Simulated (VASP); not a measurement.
# Au (P6_3/mmc) in VASP: notebook

Runs on Au. Level: PBEsol. Tasks: single point.

All numbers are computed with VASP 6.6.1; they aren't measurements. Logs are shortened: lines on timing, memory, paths and dates and some standing lists are left out, and cuts for length are marked.

## 1. The cell of the first run

The structure is hexagonal, space group P6_3/mmc (No. 194). Conventional cell: a = 2.842 Å, b = 2.842 Å, c = 4.880 Å, α = 90.00°, β = 90.00°, γ = 120.00°. Au (site symmetry -6m2) has 12 Au at 2.84 to 2.94 Å within 3.7 Å.

## 2. Single point, PBEsol (equal xx and yy strain of -2 %)

INCAR reads:

```
PREC = Accurate ; ENCUT = 520
EDIFF = 1E-7 ; ISMEAR = -1
SIGMA = 0.03 ; LREAL = False
LASPH = True ; NELM = 80
ALGO = Normal ; ISIF = 2
LWAVE = False ; LCHARG = True
GGA = PS ; LELF = True
LVHAR = True ; NBANDS = 18
```

KPOINTS reads:

```
Automatic mesh
0
Gamma
  14 14 8
```

POSCAR reads:

```
Au
1.0
    2.8419984422      0.0000000000      0.0000000000
   -1.4209992211      2.4612428485      0.0000000000
    0.0000000000      0.0000000000      4.8800000000
Au
2
Direct
    0.3333333333      0.6666666667      0.7500000000
    0.6666666667      0.3333333333      0.2500000000
```

Potentials or basis: VASP PAW PBE potentials, release 64 (Au).

The run is started by

```console
> cat potpaw_PBE.64/Au/POTCAR > POTCAR
> mpirun -np 1 vasp_std > vasp.out
```

OUTCAR:

```text
PREC = Accurate
   ENCUT = 520
   EDIFF = 1E-7
   ISMEAR = -1
   LREAL = False
   LASPH = True
   NELM = 80
   ISIF = 2
   GGA = PS

 ion  position               nearest neighbor table
   1  0.333  0.667  0.750-   2 2.94   2 2.94   2 2.94   2 2.94   2 2.94   2 2.94
   2  0.667  0.333  0.250-   1 2.94   1 2.94   1 2.94   1 2.94   1 2.94   1 2.94

  LATTYP: Found a hexagonal cell.
 ALAT       =     2.8419984422
 C/A-ratio  =     1.7171015746

  Lattice vectors:

 A1 = (   2.8419984422,   0.0000000000,   0.0000000000)
 A2 = (  -1.4209992211,   2.4612428485,   0.0000000000)
 A3 = (   0.0000000000,   0.0000000000,   4.8800000000)

Analysis of symmetry for initial positions (statically):
=====================================================================
 Subroutine PRICEL returns:
 Original cell was already a primitive cell.

 Routine SETGRP: Setting up the symmetry group for a
 hexagonal supercell.

 Subroutine GETGRP returns: Found 24 space group operations
 (whereof 12 operations were pure point group operations)
 out of a pool of 24 trial point group operations.

The static configuration has the point symmetry D_3d.
 The point group associated with its full space group is D_6h.

Analysis of symmetry for dynamics (positions and initial velocities):
=====================================================================
 Subroutine PRICEL returns:
 Original cell was already a primitive cell.

 Routine SETGRP: Setting up the symmetry group for a
 hexagonal supercell.

 Subroutine GETGRP returns: Found 24 space group operations
 (whereof 12 operations were pure point group operations)
 out of a pool of 24 trial point group operations.

The dynamic configuration has the point symmetry D_3d.
 The point group associated with its full space group is D_6h.

 Subroutine INISYM returns: Found 24 space group operations
 (whereof 12 operations are pure point group operations),
 and found     1 'primitive' translations

----------------------------------------------------------------------------------------

                                     Primitive cell

  volume of cell :      34.1349

  direct lattice vectors                    reciprocal lattice vectors
     2.841998442  0.000000000  0.000000000     0.351865077  0.203149397  0.000000000
    -1.420999221  2.461242848  0.000000000     0.000000000  0.406298794  0.000000000
     0.000000000  0.000000000  4.880000000     0.000000000  0.000000000  0.204918033

  length of vectors
     2.841998442  2.841998442  4.880000000     0.406298794  0.406298794  0.204918033

  position of ions in fractional coordinates (direct lattice)
     0.333333333  0.666666667  0.750000000
     0.666666667  0.333333333  0.250000000

  ion indices of the primitive-cell ions
   primitive index   ion index
                 1           1
                 2           2

----------------------------------------------------------------------------------------

 KPOINTS: Automatic mesh

Automatic generation of k-mesh.
 Grid dimensions read from file:
 generate k-points for:   14   14    8

 Generating k-lattice:

  Cartesian coordinates                     Fractional coordinates (reciprocal lattice)
     0.025133220  0.014510671  0.000000000     0.071428571  0.000000000  0.000000000
     0.000000000  0.029021342  0.000000000     0.000000000  0.071428571  0.000000000
     0.000000000  0.000000000  0.025614754     0.000000000  0.000000000  0.125000000

  Length of vectors
     0.029021342  0.029021342  0.025614754

  Shift w.r.t. Gamma in fractional coordinates (k-lattice)
     0.000000000  0.000000000  0.000000000

 Subroutine IBZKPT returns following result:
 ===========================================

 Found    120 irreducible k-points:

 Following reciprocal coordinates:
            Coordinates               Weight
  0.000000  0.000000  0.000000      1.000000
  0.071429  0.000000  0.000000      6.000000
  0.142857 -0.000000  0.000000      6.000000
  0.214286  0.000000  0.000000      6.000000
  0.285714 -0.000000  0.000000      6.000000
  0.357143 -0.000000  0.000000      6.000000
[... 16 lines left out ...]
  0.285714  0.285714  0.000000      6.000000
  0.357143  0.285714  0.000000      6.000000
 [... further k-points ...]
   k-points           NKPTS =    120   k-points in BZ     NKDIM =    120   number of bands    NBANDS=     18
   number of dos      NEDOS =    301   number of ions     NIONS =      2
   total plane-waves  NPLWV =  20736
   dimension x,y,z NGX =    24 NGY =   24 NGZ =   36
   dimension x,y,z NGXF=    48 NGYF=   48 NGZF=   72
   ions per type =               2
   NGX,Y,Z   is equivalent  to a cutoff of  14.04, 14.04, 12.26 a.u.
   NGXF,Y,Z  is equivalent  to a cutoff of  28.08, 28.08, 24.53 a.u.
 SYSTEM =  unknown system
   PREC   = accura    normal or accurate (medium, high low for compatibility)
   ISTART =      0    job   : 0-new  1-cont  2-samecut
   ICHARG =      2    charge: 1-file 2-atom 10-const
   ISPIN  =      1    spin polarized calculation?
   LNONCOLLINEAR =      F non collinear calculations
   LSORBIT =      F    spin-orbit coupling
   LASPH  =      T    aspherical Exc in radial PAW
   ENCUT  =  520.0 eV  38.22 Ry    6.18 a.u.   5.28  5.28  9.07*2*pi/ulx,y,z
   NELM   =     80;   NELMIN=  2; NELMDL= -5     # of ELM steps
   EDIFF  = 0.1E-06   stopping-criterion for ELM
   LREAL  =      F    real-space projection
   EDIFFG = 0.1E-05   stopping-criterion for IOM
   NSW    =      0    number of steps for IOM
   IBRION =     -1    ionic relax: 0-MD 1-quasi-New 2-CG
   NFREE  =      0    steps in history (QN), initial steepest desc. (CG)
   ISIF   =      2    stress and relaxation
   ISYM   =      2    0-nonsym 1-usesym 2-fastsym
   POTIM  = 0.5000    time-step for ionic-motion
   TEBEG  =    0.0;   TEEND  =   0.0 temperature during run
   PSTRESS=    0.0 pullay stress
   NELECT =      22.0000    total number of electrons
   NUPDOWN=      -1.0000    fix difference up-down
   EMIN   =  10.00;   EMAX   =-10.00  energy-range for DOS
   EFERMI =   0.00;   METHOD = LEGACY
   ISMEAR =    -1;   SIGMA  =   0.03  broadening in eV -4-tet -1-fermi 0-gaus
   EFERMI_NEDOS =   21; number of points for ismear=-14 and -15
   IALGO  =     38    algorithm
   IMIX   =      4    mixing-type and parameters
     AMIX     =   0.40;   BMIX     =  1.00
     AMIX_MAG =   1.60;   BMIX_MAG =  1.00
  volume/ion in A,a.u.               =      17.07       115.18
  Fermi-wavevector in a.u.,A,eV,Ry     =   1.414109  2.672279 27.207645  1.999705
  Thomas-Fermi vector in A             =   2.535686
   LORBIT       =      0    0 simple, 1 ext, 2 COOP (PROOUT), +10 PAW based schemes
   GGA     = PS    functional components
   LHFCALC =     F    Hartree Fock is set to
   AEXX    =    0.0000 exact exchange contribution
   IVDW    =     0    specifies the selected vdW correction
   LEPSILON=     F    determine dielectric tensor
   LRPA    =     F    only Hartree local field effects (RPA)
 non-spin polarized calculation
  energy-cutoff  :      520.00
  volume of cell :       34.13
 maximum number of plane-waves:       938
 NGX is ok and might be reduce to    24
   NGX = 11   NGY = 11   NGZ = 19

 number of electron      21.9999995 magnetization

 Free energy of the ion-electron system (eV)
  ---------------------------------------------------
  ext. energy  EPLUGINS =         0.00000000
  ---------------------------------------------------
  free energy    TOTEN  =        -7.82014511 eV

  energy without entropy =       -7.81640130  energy(sigma->0) =       -7.81827321

 E-fermi :   9.2643     XC(G=0): -12.8742

 val. band max:        9.2472129348   @ k =   0.2857   0.2143   0.1250
 cond. band min:       9.3159811325   @ k =   0.4286   0.0714   0.1250
 fundamental gap:      0.0687681977
 Fermi energy:         9.2643404727

 k-point     1 :       0.0000    0.0000    0.0000
  band No.  band energies     occupation
      1      -0.6565      2.00000
      2       1.7593      2.00000
      3       4.2719      2.00000
      4       4.6626      2.00000
      5       4.6626      2.00000
      6       4.9491      2.00000
[... 10 lines left out ...]
     17      28.0717      0.00000
     18      28.0717      0.00000

 k-point     2 :       0.0714    0.0000    0.0000
  band No.  band energies     occupation
      1      -0.4907      2.00000
      2       1.9013      2.00000
      3       4.2533      2.00000
      4       4.6685      2.00000
      5       4.7747      2.00000
      6       4.8874      2.00000
[... 10 lines left out ...]
     17      27.1985      0.00000
     18      27.3070      0.00000

 k-point     3 :       0.1429   -0.0000    0.0000
  band No.  band energies     occupation
      1      -0.0120      2.00000
      2       2.2803      2.00000
      3       4.1373      2.00000
      4       4.6462      2.00000
      5       4.8964      2.00000
      6       5.1004      2.00000
[... 10 lines left out ...]
     17      25.6111      0.00000
     18      27.1316      0.00000

 k-point     4 :       0.2143    0.0000    0.0000
  band No.  band energies     occupation
      1       0.7100      2.00000
      2       2.6881      2.00000
      3       4.0770      2.00000
      4       4.3799      2.00000
      5       4.4605      2.00000
      6       5.2815      2.00000
[... 10 lines left out ...]
     17      26.0782      0.00000
     18      26.3469      0.00000

 k-point     5 :       0.2857   -0.0000    0.0000
  band No.  band energies     occupation
      1       1.5065      2.00000
      2       2.7570      2.00000
      3       3.7549      2.00000
      4       4.3163      2.00000
      5       4.4805      2.00000
      6       5.1493      2.00000
[... 10 lines left out ...]
     17      24.1592      0.00000
     18      25.9291      0.00000

 k-point     6 :       0.3571   -0.0000    0.0000
  band No.  band energies     occupation
      1       2.0799      2.00000
      2       2.5869      2.00000
      3       3.2957      2.00000
      4       4.5526      2.00000
      5       4.9735      2.00000
      6       4.9902      2.00000
[... 10 lines left out ...]
     17      22.4574      0.00000
     18      25.0251      0.00000

 k-point     7 :       0.4286    0.0000    0.0000
  band No.  band energies     occupation
      1       2.2957      2.00000
      2       2.4303      2.00000
      3       3.0163      2.00000
      4       4.8395      2.00000
      5       4.8589      2.00000
      6       4.9199      2.00000
[... 10 lines left out ...]
     17      21.3009      0.00000
     18      24.3836      0.00000

 k-point     8 :       0.5000   -0.0000    0.0000
  band No.  band energies     occupation
      1       2.3256      2.00000
      2       2.3803      2.00000
      3       2.9226      2.00000
      4       4.7871      2.00000
      5       4.8192      2.00000
      6       5.0908      2.00000
[... 10 lines left out ...]
     17      20.7606      0.00000
     18      24.1630      0.00000
[... 229 lines left out ...]
     17      20.9638      0.00000
     18      23.5912      0.00000

 k-point    20 :       0.2143    0.2143    0.0000
  band No.  band energies     occupation
      1       2.6855      2.00000
      2       3.4005      2.00000
      3       3.5223      2.00000
      4       3.5917      2.00000
      5       4.5060      2.00000
      6       4.7514      2.00000
[... 10 lines left out ...]
     17      23.3837      0.00000
     18      24.0468      0.00000

 k-point    21 :       0.2857    0.2143    0.0000
  band No.  band energies     occupation
      1       3.0987      2.00000
      2       3.1975      2.00000
      3       3.3488      2.00000
      4       4.0771      2.00000
      5       4.4439      2.00000
      6       4.9789      2.00000
[... 10 lines left out ...]
     17      22.3909      0.00000
     18      23.1413      0.00000

 k-point    22 :       0.3571    0.2143    0.0000
  band No.  band energies     occupation
      1       3.0919      2.00000
      2       3.1885      2.00000
      3       3.2402      2.00000
      4       4.5015      2.00000
      5       4.5369      2.00000
      6       4.7454      2.00000
[... 10 lines left out ...]
     17      21.2016      0.00000
     18      22.5206      0.00000

 k-point    23 :       0.2857    0.2857    0.0000
  band No.  band energies     occupation
      1       3.1398      2.00000
      2       3.3943      2.00000
      3       3.6609      2.00000
      4       4.0862      2.00000
      5       4.4232      2.00000
      6       4.7532      2.00000
[... 10 lines left out ...]
     17      20.9981      0.00000
     18      21.4379      0.00000

 k-point    24 :       0.3571    0.2857    0.0000
  band No.  band energies     occupation
      1       3.1231      2.00000
      2       3.5629      2.00000
      3       3.5973      2.00000
      4       4.2227      2.00000
      5       4.4873      2.00000
      6       4.5978      2.00000
[... 10 lines left out ...]
     17      20.3333      0.00000
     18      20.4874      0.00000

 [... further k-points ...]
[... 5 lines left out ...]
  --------------------------------------------------------------------------------------
  -------------------------------------------------------------------------------------
  Total        0.0256045      0.0256045     -0.2835089      0.0000000     -0.0000000      0.0000000
  in kB        1.2017919      1.2017919    -13.3069700      0.0000000     -0.0000000      0.0000000
  external PRESSURE =      -3.6344621 kB  Pullay stress =       0.0000000 kB

 VOLUME and BASIS-vectors are now :
 -----------------------------------------------------------------------------
  energy-cutoff  :      520.00
  volume of cell :       34.13
      direct lattice vectors                 reciprocal lattice vectors
     2.841998442  0.000000000  0.000000000     0.351865077  0.203149397  0.000000000
    -1.420999221  2.461242848  0.000000000     0.000000000  0.406298794  0.000000000
     0.000000000  0.000000000  4.880000000     0.000000000  0.000000000  0.204918033

 POSITION                                       TOTAL-FORCE (eV/Angst)
 -----------------------------------------------------------------------------------
     -0.00000      1.64083      3.66000        -0.000000      0.000000      0.000000
      1.42100      0.82041      1.22000         0.000000     -0.000000      0.000000
 -----------------------------------------------------------------------------------
    total drift:                               -0.000000      0.000000     -0.000000

  FREE ENERGIE OF THE ION-ELECTRON SYSTEM (eV)
  ---------------------------------------------------
  free  energy   TOTEN  =        -7.8201451146 eV

  energy  without entropy=       -7.8164013045  energy(sigma->0) =       -7.81827321
```

It took 20 s on 1 thread of Intel Xeon 6975P-C (Granite Rapids), shared host; peak memory 0.19 GiB.

What came out:

* Free energy: -7.8201 eV
* Pressure: -0.4 GPa
* Band gap on the k mesh: zero (band 11 reaches 13.22 eV, above the bottom of band 12 at 6.63 eV)

Stress tensor (GPa, compression positive):
```
 0.12  0.00  0.00
 0.00  0.12  0.00
 0.00  0.00 -1.33
```

Levels at points of the mesh, in eV from the Fermi level:
```csv
k point,band 9,band 10,band 11,band 12,band 13,band 14
"(0.00, 0.00, 0.00)",-3.45,-2.19,-2.19,-1.37,2.37,14.66
"(0.50, 0.00, 0.00)",-1.80,-1.64,0.39,1.66,5.56,7.11
"(0.00, 0.00, 0.50)",-2.64,-2.64,-2.64,-2.64,10.08,10.08
"(0.50, 0.00, 0.50)",-1.70,-1.70,0.41,0.41,4.00,4.00
```

Caveat: the cell differs from its parent crystal (equal xx and yy strain of -2 %); the PAW data sets were made with another functional, which shifts forces and pressure a little; spin-orbit coupling is left out, which moves the levels of the heavy elements.

[end of part 1 of 2]
